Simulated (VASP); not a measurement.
TePb:

```
CELL_PARAMETERS angstrom
4.56932 0.00000 0.00000
2.28466 3.95715 0.00000
2.28466 1.31905 3.73084
ATOMIC_POSITIONS crystal
Te 0.50000 0.50000 0.50000
Pb 0.00000 0.00000 0.00000
```

| Property | Result |
| --- | --- |
| Program | VASP 6.6.1 |
| Task | relaxation of cell and atoms |
| Functional | PBE |
| Potentials or basis | VASP PAW PBE potentials, release 64 (Te, Pb_d) |
| Cutoff | 500 eV |
| k mesh | 6 × 6 × 6 |
| Occupations | gaussian, width 0.01 eV |
| Spin | no spin polarisation |

At the start: pressure 2.1 GPa; volume 33.73 Å³/atom.

How do energy, volume and symmetry change on relaxing?

Over 3 steps the energy falls by 10.6 meV/atom and the volume is 35.41 Å³/atom (+5.0 %); space group Fm-3m (No. 225, to 0.1 Å) before and after.

Step by step:
```tsv
step	energy change (eV)	largest force (eV/Å)	pressure (GPa)	volume (Å³)
1	0.0000	0.0000	2.11	67.46
2	-0.0193	0.0000	-0.55	71.88
3	-0.0211	0.0000	0.01	70.82
```

Final structure:
```
Te Pb
1.0
     4.64400    0.00000    0.00000
     2.32200    4.02182    0.00000
     2.32200    1.34061    3.79181
Te Pb
1 1
Direct
  0.50000 0.50000 0.50000
  0.00000 0.00000 0.00000
```
